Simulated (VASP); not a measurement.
Wanted: the native input for a VASP 6.6.1 run.

| Property | Result |
| --- | --- |
| Task | single point |
| Functional | PBE |
| Potentials or basis | VASP PAW PBE potentials, release 64 (Ta_pv, Al, F) |
| Cutoff | 520 eV |
| k mesh | 4 × 4 × 4 |
| Occupations | gaussian, width 0.1 eV |
| Spin | collinear spin |
| Starting moments | [1.0, 1.0, 0.0, 0.0, 0.0, 0.0] μB |
| Dipole correction | no |
| Further INCAR settings | ALGO = Normal; EDIFF = 1e-06; NBANDS = 36 |

The structure of Ta2AlF3 lies in POSCAR:

```
Ta2AlF3
1.0
    3.5488407548      0.0000000000      0.0000000000
    0.0000000000      3.5488407548      0.0000000000
    0.0000000000      0.0000000000     11.4536160476
Ta Al F
2 1 3
Direct
    0.5000000000      0.5000000000      0.0000000000
    0.0000000000      0.0000000000      0.5000000000
    0.0000000000      0.0000000000      0.0000000000
    0.0000000000      0.0000000000      0.6633748309
    0.0000000000      0.0000000000      0.3366251691
    0.5000000000      0.5000000000      0.5000000000
```

The cell was built from a structure type or drawn by symmetry, and may not be a known phase.

These files were run (other wordings do the same):

INCAR

```
SYSTEM = Ta2AlF3
PREC = Accurate
ENCUT = 520
EDIFF = 1E-6
ISMEAR = 0
SIGMA = 0.1
LREAL = .False.
LASPH = .True.
NELM = 150
ALGO = Normal
ISIF = 2
LWAVE = .False.
LCHARG = .False.
ISPIN = 2
MAGMOM = 1 1 0 0 0 0
LORBIT = 11
LMAXMIX = 4
GGA = PE
NBANDS = 36
```

KPOINTS

```
Automatic mesh
0
Gamma
  4 4 4
  0 0 0
```

Potentials or basis: VASP PAW PBE potentials, release 64 (Ta_pv, Al, F).

The run is started by

```sh
$ cat potpaw_PBE.64/Ta_pv/POTCAR potpaw_PBE.64/Al/POTCAR potpaw_PBE.64/F/POTCAR > POTCAR
$ mpirun -np 1 vasp_std > vasp.out
```

Results of the run:

```json
{"Pressure": "0.2 GPa", "Largest force": "0.185 eV/Å", "Net moment": "0.44 μB per cell", "Site moments": "Ta -0.01, +0.27; Al -0.00; F -0.00, +0.03 (each value once) μB", "Valence electrons inside the program's atomic spheres": "Ta 8.80, 8.56; Al 0.95; F 6.08, 6.02 (each value once)"}
```

Caveat: the k points lie up to 0.44 Å⁻¹ apart.

Run time: 2.1 min on 1 thread of Intel(R) Xeon(R) 6975P-C (Granite Rapids), with other jobs on the host, peak memory 0.37 GiB.
